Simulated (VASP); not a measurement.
# Si (P6_3/mmc) in VASP: notebook

The runs below take Si through single point, with LDA.

Program: VASP 6.6.1. These are calculated values, not measurements. Logs are shortened: lines on timing, memory, paths and dates and some standing lists are left out, and cuts for length are marked.

## (1) The cell of the first run

The structure is hexagonal, space group P6_3/mmc (No. 194). Conventional cell: a = 2.732 Å, b = 2.732 Å, c = 4.506 Å, α = 90.00°, β = 90.00°, γ = 120.00°. Within 3.6 Å of Si (site symmetry -6m2) lie 12 Si at 2.73 to 2.75 Å.

## (2) Single point, LDA (strain +0.025 along x and y, +0.000 along z)

The input, INCAR:

```
SYSTEM = Si
PREC = Accurate
ENCUT = 520
EDIFF = 1E-7
ISMEAR = 0
SIGMA = 0.15
LREAL = .FALSE.
LASPH = .TRUE.
NELM = 60
ALGO = Normal
ISIF = 2
LWAVE = .FALSE.
LCHARG = .FALSE.
NBANDS = 11
```

The input, KPOINTS:

```
regular mesh
0
G
  24 24 10
  0 0 0
```

The input, POSCAR:

```
Si
1.0
    2.7322169471      0.0000000000      0.0000000000
   -1.3661084736      2.3661692849      0.0000000000
    0.0000000000      0.0000000000      4.5062692700
Si
2
Direct
    0.3333333333      0.6666666667      0.2500000000
    0.6666666667      0.3333333333      0.7500000000
```

Potentials or basis: VASP PAW LDA potentials, release 64 (Si).

Run with:

```bash
$ cat potpaw_LDA.64/Si/POTCAR > POTCAR
$ mpirun -np 1 vasp_std > vasp.out
```

OUTCAR:

```text
SYSTEM = Si
   PREC = Accurate
   ENCUT = 520
   EDIFF = 1E-7
   ISMEAR = 0
   LREAL = .FALSE.
   LASPH = .TRUE.
   NELM = 60
   ISIF = 2

 ion  position               nearest neighbor table
   1  0.333  0.667  0.250-   2 2.75   2 2.75   2 2.75   2 2.75   2 2.75   2 2.75
   2  0.667  0.333  0.750-   1 2.75   1 2.75   1 2.75   1 2.75   1 2.75   1 2.75

  LATTYP: Found a hexagonal cell.
 ALAT       =     2.7322169471
 C/A-ratio  =     1.6493087325

  Lattice vectors:

 A1 = (   2.7322169471,   0.0000000000,   0.0000000000)
 A2 = (  -1.3661084736,   2.3661692849,   0.0000000000)
 A3 = (   0.0000000000,   0.0000000000,   4.5062692700)

Analysis of symmetry for initial positions (statically):
=====================================================================
 Subroutine PRICEL returns:
 Original cell was already a primitive cell.

 Routine SETGRP: Setting up the symmetry group for a
 hexagonal supercell.

 Subroutine GETGRP returns: Found 24 space group operations
 (whereof 12 operations were pure point group operations)
 out of a pool of 24 trial point group operations.

The static configuration has the point symmetry D_3d.
 The point group associated with its full space group is D_6h.

Analysis of symmetry for dynamics (positions and initial velocities):
=====================================================================
 Subroutine PRICEL returns:
 Original cell was already a primitive cell.

 Routine SETGRP: Setting up the symmetry group for a
 hexagonal supercell.

 Subroutine GETGRP returns: Found 24 space group operations
 (whereof 12 operations were pure point group operations)
 out of a pool of 24 trial point group operations.

The dynamic configuration has the point symmetry D_3d.
 The point group associated with its full space group is D_6h.

 Subroutine INISYM returns: Found 24 space group operations
 (whereof 12 operations are pure point group operations),
 and found     1 'primitive' translations

----------------------------------------------------------------------------------------

                                     Primitive cell

  volume of cell :      29.1325

  direct lattice vectors                    reciprocal lattice vectors
     2.732216947  0.000000000  0.000000000     0.366003147  0.211312015  0.000000000
    -1.366108474  2.366169285  0.000000000     0.000000000  0.422624030  0.000000000
     0.000000000  0.000000000  4.506269270     0.000000000  0.000000000  0.221913059

  length of vectors
     2.732216947  2.732216947  4.506269270     0.422624030  0.422624030  0.221913059

  position of ions in fractional coordinates (direct lattice)
     0.333333333  0.666666667  0.250000000
     0.666666667  0.333333333  0.750000000

  ion indices of the primitive-cell ions
   primitive index   ion index
                 1           1
                 2           2

----------------------------------------------------------------------------------------

 KPOINTS: regular mesh

Automatic generation of k-mesh.
 Grid dimensions read from file:
 generate k-points for:   24   24   10

 Generating k-lattice:

  Cartesian coordinates                     Fractional coordinates (reciprocal lattice)
     0.015250131  0.008804667  0.000000000     0.041666667 -0.000000000  0.000000000
     0.000000000  0.017609335  0.000000000     0.000000000  0.041666667  0.000000000
     0.000000000  0.000000000  0.022191306     0.000000000  0.000000000  0.100000000

  Length of vectors
     0.017609335  0.017609335  0.022191306

  Shift w.r.t. Gamma in fractional coordinates (k-lattice)
     0.000000000  0.000000000  0.000000000

 Subroutine IBZKPT returns following result:
 ===========================================

 Found    366 irreducible k-points:

 Following reciprocal coordinates:
            Coordinates               Weight
  0.000000  0.000000  0.000000      1.000000
  0.041667 -0.000000  0.000000      6.000000
  0.083333  0.000000  0.000000      6.000000
  0.125000 -0.000000  0.000000      6.000000
  0.166667  0.000000  0.000000      6.000000
  0.208333 -0.000000  0.000000      6.000000
[... 16 lines left out ...]
  0.416667  0.041667  0.000000     12.000000
  0.458333  0.041667  0.000000     12.000000
 [... further k-points ...]
   k-points           NKPTS =    366   k-points in BZ     NKDIM =    366   number of bands    NBANDS=     11
   number of dos      NEDOS =    301   number of ions     NIONS =      2
   total plane-waves  NPLWV =  14400
   dimension x,y,z NGX =    20 NGY =   20 NGZ =   36
   dimension x,y,z NGXF=    40 NGYF=   40 NGZF=   72
   ions per type =               2
   NGX,Y,Z   is equivalent  to a cutoff of  12.17, 12.17, 13.28 a.u.
   NGXF,Y,Z  is equivalent  to a cutoff of  24.34, 24.34, 26.56 a.u.
 SYSTEM =  Si
   PREC   = accura    normal or accurate (medium, high low for compatibility)
   ISTART =      0    job   : 0-new  1-cont  2-samecut
   ICHARG =      2    charge: 1-file 2-atom 10-const
   ISPIN  =      1    spin polarized calculation?
   LNONCOLLINEAR =      F non collinear calculations
   LSORBIT =      F    spin-orbit coupling
   LASPH  =      T    aspherical Exc in radial PAW
   ENCUT  =  520.0 eV  38.22 Ry    6.18 a.u.   5.08  5.08  8.38*2*pi/ulx,y,z
   NELM   =     60;   NELMIN=  2; NELMDL= -5     # of ELM steps
   EDIFF  = 0.1E-06   stopping-criterion for ELM
   LREAL  =      F    real-space projection
   EDIFFG = 0.1E-05   stopping-criterion for IOM
   NSW    =      0    number of steps for IOM
   IBRION =     -1    ionic relax: 0-MD 1-quasi-New 2-CG
   NFREE  =      0    steps in history (QN), initial steepest desc. (CG)
   ISIF   =      2    stress and relaxation
   ISYM   =      2    0-nonsym 1-usesym 2-fastsym
   POTIM  = 0.5000    time-step for ionic-motion
   TEBEG  =    0.0;   TEEND  =   0.0 temperature during run
   PSTRESS=    0.0 pullay stress
   NELECT =       8.0000    total number of electrons
   NUPDOWN=      -1.0000    fix difference up-down
   EMIN   =  10.00;   EMAX   =-10.00  energy-range for DOS
   EFERMI =   0.00;   METHOD = LEGACY
   ISMEAR =     0;   SIGMA  =   0.15  broadening in eV -4-tet -1-fermi 0-gaus
   EFERMI_NEDOS =   21; number of points for ismear=-14 and -15
   IALGO  =     38    algorithm
   IMIX   =      4    mixing-type and parameters
     AMIX     =   0.40;   BMIX     =  1.00
     AMIX_MAG =   1.60;   BMIX_MAG =  1.00
  volume/ion in A,a.u.               =      14.57        98.30
  Fermi-wavevector in a.u.,A,eV,Ry     =   1.064091  2.010840 15.405737  1.132290
  Thomas-Fermi vector in A             =   2.199598
   LORBIT       =      0    0 simple, 1 ext, 2 COOP (PROOUT), +10 PAW based schemes
   GGA     = CA    functional components
   LHFCALC =     F    Hartree Fock is set to
   AEXX    =    0.0000 exact exchange contribution
   IVDW    =     0    specifies the selected vdW correction
   LEPSILON=     F    determine dielectric tensor
   LRPA    =     F    only Hartree local field effects (RPA)
 non-spin polarized calculation
 Gauss-broadening in eV      SIGMA  =   0.15
  energy-cutoff  :      520.00
  volume of cell :       29.13
 maximum number of plane-waves:       801
   NGX = 11   NGY = 11   NGZ = 17

 number of electron       8.0000000 magnetization

 Free energy of the ion-electron system (eV)
  ---------------------------------------------------
  ext. energy  EPLUGINS =         0.00000000
  ---------------------------------------------------
  free energy    TOTEN  =       -11.06053060 eV

  energy without entropy =      -11.05081232  energy(sigma->0) =      -11.05567146

 E-fermi :  10.0232     XC(G=0): -11.2384

 val. band max:       10.0154703604   @ k =   0.1667   0.1667   0.1000
 cond. band min:      10.0235988660   @ k =   0.2917   0.2917   0.1000
 fundamental gap:      0.0081285056
 Fermi energy:        10.0232334964

 k-point     1 :       0.0000    0.0000    0.0000
  band No.  band energies     occupation
      1      -4.2962      2.00000
      2       2.3226      2.00000
      3       3.1436      2.00000
      4      18.1584      0.00000
      5      18.1584      0.00000
      6      19.6488      0.00000
      7      19.6488      0.00000
      8      20.8329      0.00000
      9      21.3739      0.00000
     10      22.5903      0.00000
     11      23.4860      0.00000

 k-point     2 :       0.0417   -0.0000    0.0000
  band No.  band energies     occupation
      1      -4.2514      2.00000
      2       2.3669      2.00000
      3       3.1860      2.00000
      4      17.4295      0.00000
      5      17.7728      0.00000
      6      19.5298      0.00000
      7      20.0467      0.00000
      8      20.7884      0.00000
      9      21.7191      0.00000
     10      22.6680      0.00000
     11      23.1324      0.00000

 k-point     3 :       0.0833    0.0000    0.0000
  band No.  band energies     occupation
      1      -4.1167      2.00000
      2       2.4997      2.00000
      3       3.3130      2.00000
      4      16.0128      0.00000
      5      17.0919      0.00000
      6      19.0903      0.00000
      7      20.6055      0.00000
      8      20.6516      0.00000
      9      21.5204      0.00000
     10      22.2914      0.00000
     11      22.7765      0.00000

 k-point     4 :       0.1250   -0.0000    0.0000
  band No.  band energies     occupation
      1      -3.8925      2.00000
      2       2.7208      2.00000
      3       3.5245      2.00000
      4      14.4402      0.00000
      5      16.4042      0.00000
      6      18.5052      0.00000
      7      20.1249      0.00000
      8      20.1680      0.00000
      9      20.7977      0.00000
     10      22.7681      0.00000
     11      23.0749      0.00000
[... 239 lines left out ...]
 k-point    22 :       0.3750    0.0417    0.0000
  band No.  band energies     occupation
      1      -0.2609      2.00000
      2       5.0067      2.00000
      3       6.2880      2.00000
      4       6.9296      2.00000
      5      11.3003      0.00000
      6      12.2273      0.00000
      7      12.8415      0.00000
      8      16.5858      0.00000
      9      18.1977      0.00000
     10      20.3861      0.00000
     11      22.6785      0.00000

 k-point    23 :       0.4167    0.0417    0.0000
  band No.  band energies     occupation
      1       0.6033      2.00000
      2       3.8190      2.00000
      3       7.1369      2.00000
      4       7.6991      2.00000
      5      10.1571      0.20675
      6      11.1443      0.00000
      7      12.6816      0.00000
      8      16.4234      0.00000
      9      18.0562      0.00000
     10      20.2218      0.00000
     11      22.5657      0.00000

 k-point    24 :       0.4583    0.0417    0.0000
  band No.  band energies     occupation
      1       1.4967      2.00000
      2       2.7632      2.00000
      3       8.0568      2.00000
      4       8.3771      2.00000
      5       9.0900      2.00000
      6      10.3086      0.00714
      7      12.6016      0.00000
      8      16.3421      0.00000
      9      17.9853      0.00000
     10      20.1393      0.00000
     11      22.5077      0.00000

 [... further k-points ...]
[... 5 lines left out ...]
  --------------------------------------------------------------------------------------
  -------------------------------------------------------------------------------------
  Total       -0.9740072     -0.9740072     -0.4802858      0.0000000     -0.0000000      0.0000000
  in kB      -53.5666645    -53.5666645    -26.4138806      0.0000000     -0.0000000      0.0000000
  external PRESSURE =     -44.5157365 kB  Pullay stress =       0.0000000 kB

 VOLUME and BASIS-vectors are now :
 -----------------------------------------------------------------------------
  energy-cutoff  :      520.00
  volume of cell :       29.13
      direct lattice vectors                 reciprocal lattice vectors
     2.732216947  0.000000000  0.000000000     0.366003147  0.211312015  0.000000000
    -1.366108474  2.366169285  0.000000000     0.000000000  0.422624030  0.000000000
     0.000000000  0.000000000  4.506269270     0.000000000  0.000000000  0.221913059

 POSITION                                       TOTAL-FORCE (eV/Angst)
 -----------------------------------------------------------------------------------
     -0.00000      1.57745      1.12657        -0.000000     -0.000000      0.000000
      1.36611      0.78872      3.37970         0.000000      0.000000      0.000000
 -----------------------------------------------------------------------------------
    total drift:                                0.000000     -0.000000      0.000000

  FREE ENERGIE OF THE ION-ELECTRON SYSTEM (eV)
  ---------------------------------------------------
  free  energy   TOTEN  =       -11.0605305959 eV

  energy  without entropy=      -11.0508123200  energy(sigma->0) =      -11.05567146
```

Run time: 34 s. Hardware: 1 thread of Intel Xeon 6975P-C (Granite Rapids), shared host; peak memory 0.19 GiB.

What came out:

| Item | Value |
| --- | --- |
| Free energy | -11.0605 eV |
| Pressure | -4.5 GPa |
| Band gap on the k mesh | zero (band 4 reaches 18.21 eV, above the bottom of band 5 at 6.30 eV) |

Caveat: the cell differs from its parent crystal (strain +0.025 along x and y, +0.000 along z).

## (3) Single point, LDA (strain +0.050 along x and y, -0.025 along z)

The input, INCAR:

```
PREC = Accurate
ENCUT = 520
EDIFF = 1E-6
ISMEAR = 0
SIGMA = 0.15
LREAL = False
LASPH = True
NELM = 100
ALGO = Normal
ISIF = 2
LWAVE = False
LCHARG = False
GGA = CA
NBANDS = 11
```

The input, KPOINTS:

```
Automatic mesh
0
Gamma
  24 24 10
```

The input, POSCAR:

```
Si
1.0
    2.7988563849      0.0000000000      0.0000000000
   -1.3994281924      2.4238807308      0.0000000000
    0.0000000000      0.0000000000      4.3936125382
Si
2
Direct
    0.3333333333      0.6666666667      0.2500000000
    0.6666666667      0.3333333333      0.7500000000
```

Potentials or basis: VASP PAW LDA potentials, release 64 (Si).

Run with:

```bash
$ cat potpaw_LDA.64/Si/POTCAR > POTCAR
$ mpirun -np 1 vasp_std > vasp.out
```

It took 24 s on 1 thread of Intel Xeon 6975P-C (Granite Rapids), shared host; peak memory 0.2 GiB.

The run converged. Its results:

```yaml
Free_energy: -11.0265 eV
Pressure: -5.9 GPa
Band_gap_on_the_k_mesh: zero (band 4 reaches 17.11 eV, above the bottom of band 5 at 5.86 eV)
```

Stress tensor (GPa, compression positive):
```
-6.28  0.00  0.00
 0.00 -6.28  0.00
 0.00  0.00 -5.27
```

Levels at points of the mesh, in eV from the Fermi level:
| k point | band 2 | band 3 | band 4 | band 5 | band 6 | band 7 |
| --- | --- | --- | --- | --- | --- | --- |
| (0.00, 0.00, 0.00) | -6.95 | -6.51 | 7.15 | 7.15 | 8.84 | 8.84 |
| (0.50, 0.00, 0.00) | -7.60 | -1.53 | -1.08 | -1.00 | 0.20 | 2.62 |
| (0.00, 0.00, 0.50) | -12.24 | 2.06 | 2.06 | 8.54 | 8.54 | 8.54 |
| (0.50, 0.00, 0.50) | -6.64 | -5.80 | -5.80 | 4.26 | 4.26 | 5.87 |

Caveat: the cell differs from its parent crystal (strain +0.050 along x and y, -0.025 along z).
